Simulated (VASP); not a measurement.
Write the native input for VASP 6.6.1 that does the following.

```
Task                   : single point
Functional             : r2SCAN
Potentials or basis    : VASP PAW PBE potentials, release 64 (Pd)
Cutoff                 : 550 eV
k mesh                 : 18 × 18 × 18
Occupations            : gaussian, width 0.1 eV
Spin                   : no spin polarisation
Dipole correction      : no
Further INCAR settings : ALGO = Normal; EDIFF = 1e-06; NBANDS = 11
```

Crystal: Pd.

```
Pd
1.0
     0.00000    1.99205    1.99205
     1.99205    0.00000    1.99205
     1.99205    1.99205    0.00000
Pd
1
Direct
  0.00000 0.00000 0.00000
```

This cell differs from its parent crystal: volume scaled by 1.06.

These files were run (other wordings do the same):

POSCAR

```
Pd
1.0
    0.0000000000      1.9920465905      1.9920465905
    1.9920465905      0.0000000000      1.9920465905
    1.9920465905      1.9920465905      0.0000000000
Pd
1
Direct
    0.0000000000      0.0000000000      0.0000000000
```

INCAR.step1

```
ALGO = Normal ; EDIFF = 1E-5
ENCUT = 550 ; GGA = PE
GGA_COMPAT = False ; ISMEAR = 0
LASPH = True ; LCHARG = False
LREAL = False ; LWAVE = True
NBANDS = 11 ; NELM = 120
PREC = Accurate ; SIGMA = 0.1
```

INCAR.step2

```
ALGO = Normal ; EDIFF = 1E-6
ENCUT = 550 ; GGA_COMPAT = False
ISIF = 2 ; ISMEAR = 0
ISTART = 1 ; LASPH = True
LCHARG = True ; LELF = True
LMIXTAU = True ; LREAL = False
LVHAR = True ; LWAVE = False
METAGGA = R2SCAN ; NBANDS = 11
NELM = 120 ; PREC = Accurate
SIGMA = 0.1
```

KPOINTS

```
k-points
0
Gamma
  18 18 18
```

Potentials or basis: VASP PAW PBE potentials, release 64 (Pd).

The run is started by

```sh
$ cat potpaw_PBE.64/Pd/POTCAR > POTCAR
$ cp INCAR.step1 INCAR
$ mpirun -np 1 vasp_std > vasp.out
$ cp INCAR.step2 INCAR
$ mpirun -np 1 vasp_std > vasp.out
```

It gave:

```
Pressure               : -8.8 GPa
Band gap on the k mesh : zero (band 5 reaches 8.75 eV, above the bottom of band 6 at 7.26 eV)
```

Caveat: the PAW data sets were made with another functional, which shifts forces and pressure a little.

Run time: 2.2 min on 1 thread of Intel Xeon 8259CL, with other jobs on the host, peak memory 0.17 GiB.
